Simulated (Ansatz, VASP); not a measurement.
One calculation of Ta2AlN2, two programs

```
CELL_PARAMETERS angstrom
4.21575 0.00000 0.00000
0.00000 4.21575 0.00000
0.00000 0.00000 4.43886
ATOMIC_POSITIONS crystal
Ta 0.00000 0.50000 0.86392
Ta 0.50000 0.00000 0.13608
Al 0.00000 0.00000 0.50000
N 0.00000 0.00000 0.18316
N 0.00000 0.00000 0.81684
```

Alike in both runs: task single point; functional PBE; k mesh 4 × 4 × 4; occupations gaussian, width 0.1 eV; no spin polarisation.

|  | VASP | Ansatz |
| --- | --- | --- |
| version | VASP 6.6.1 | Ansatz 0.2.0 |
| potentials or method | VASP PAW PBE potentials, release 64 (Ta_pv, Al, N), cutoff 520 eV | scalar-relativistic, plane waves, PAW |
| valence electrons in the cell | 35 | 39 |

VASP gave:

```
gap on the k mesh at the Fermi level (eV) : none
rms of the force components (eV/Å)        : 8.336
```

Problem. Which values does Ansatz return?

Solution. gap on the k mesh at the Fermi level (eV): none; rms of the force components (eV/Å): 8.289.

Atom by atom the forces differ by 0.047 eV/Å (rms over components). A gap of «none» marks a metal or a gap that the smearing closes. The functional is the same, so the differences come from potentials, cutoffs and numerics. VASP's potentials hold 35 valence electrons a cell and Ansatz's 39, so a difference there can come from the potentials and not from the codes.

The k mesh is coarse, so the values compare programs but aren't converged. Spin-orbit coupling is off throughout.
